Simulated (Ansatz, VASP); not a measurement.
# SiAg2Br6: VASP beside Ansatz

```
CELL_PARAMETERS angstrom
6.71874 0.00000 0.00000
0.00000 6.71874 0.00000
0.00000 0.00000 4.75087
ATOMIC_POSITIONS crystal
Si 0.00000 0.00000 0.00000
Ag 0.50000 0.00000 0.50000
Ag 0.00000 0.50000 0.50000
Br 0.00000 0.00000 0.50000
Br 0.50000 0.50000 0.50000
Br 0.25000 0.25000 0.00000
Br 0.75000 0.75000 0.00000
Br 0.25000 0.75000 0.00000
Br 0.75000 0.25000 0.00000
```

Change from the starting cell: ordered vacancies on the cation sites of perovskite (P4/mmm, No. 123).

Alike in both runs: task single point; functional PBE; k mesh 4 × 4 × 4; occupations gaussian, width 0.1 eV; no spin polarisation.

```csv
,VASP,Ansatz
version,VASP 6.6.1,Ansatz 0.2.0
potentials or method,"VASP PAW PBE potentials, release 64 (Si, Ag, Br), cutoff 520 eV","scalar-relativistic, plane waves, PAW"
valence electrons in the cell,68,84
```

```tsv
	VASP	Ansatz	Ansatz less VASP
gap on the k mesh at the Fermi level (eV)	none	none	-
pressure (GPa)	5.1	5.1	+0.01
traceless stress, the component that is largest in VASP (GPa)	3.58	3.59	+0.006
rms of the force components (eV/Å)	0.232	0.234	+0.0024
```

Atom by atom the forces differ by 0.002 eV/Å (rms over components). A gap of «none» marks a metal or a gap that the smearing closes. VASP's potentials hold 68 valence electrons a cell and Ansatz's 84, so a difference there can come from the potentials and not from the codes.
